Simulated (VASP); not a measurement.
Set up this calculation in VASP 6.6.1, as the native input.

| Item | Value |
| --- | --- |
| Task | single point |
| Functional | PBEsol |
| Potentials or basis | VASP PAW PBE potentials, release 64 (K_sv, Cl) |
| Cutoff | 520 eV |
| k mesh | 5 × 5 × 5 |
| Occupations | gaussian, width 0.01 eV |
| Spin | no spin polarisation |
| Dipole correction | no |
| Further INCAR settings | ALGO = Normal; EDIFF = 1e-06; NBANDS = 15 |

The structure of KCl (Sylvite) lies in POSCAR:

```
KCl
1.0
    0.0000000000      3.1464700000      3.1464700000
    3.1464700000      0.0000000000      3.1464700000
    3.1464700000      3.1464700000      0.0000000000
K Cl
1 1
Direct
    0.0000000000      0.0000000000      0.0000000000
    0.5000000000      0.5000000000      0.5000000000
```

The input as run:

INCAR

```
SYSTEM = KCl
PREC = Accurate
ENCUT = 520
EDIFF = 1E-6
ISMEAR = 0
SIGMA = 0.01
LREAL = .False.
LASPH = .True.
NELM = 100
ALGO = Normal
ISIF = 2
LWAVE = .False.
LCHARG = .False.
GGA = PS
NBANDS = 15
```

KPOINTS

```
regular mesh
0
Gamma
  5 5 5
  0 0 0
```

Potentials or basis: VASP PAW PBE potentials, release 64 (K_sv, Cl).

Launch:

```sh
$ cat potpaw_PBE.64/K_sv/POTCAR potpaw_PBE.64/Cl/POTCAR > POTCAR
$ mpirun -np 1 vasp_std > vasp.out
```

Results of the run:

```
Pressure               : -0.4 GPa
Band gap on the k mesh : 5.02 eV, direct
```

Caveat: the PAW data sets were made with another functional, which shifts forces and pressure a little.

Run time: 11 s on 1 thread of Intel(R) Xeon(R) Platinum 8259CL CPU @ 2.50GHz (Skylake/Cascade Lake) (shared host), peak memory 0.2 GiB.
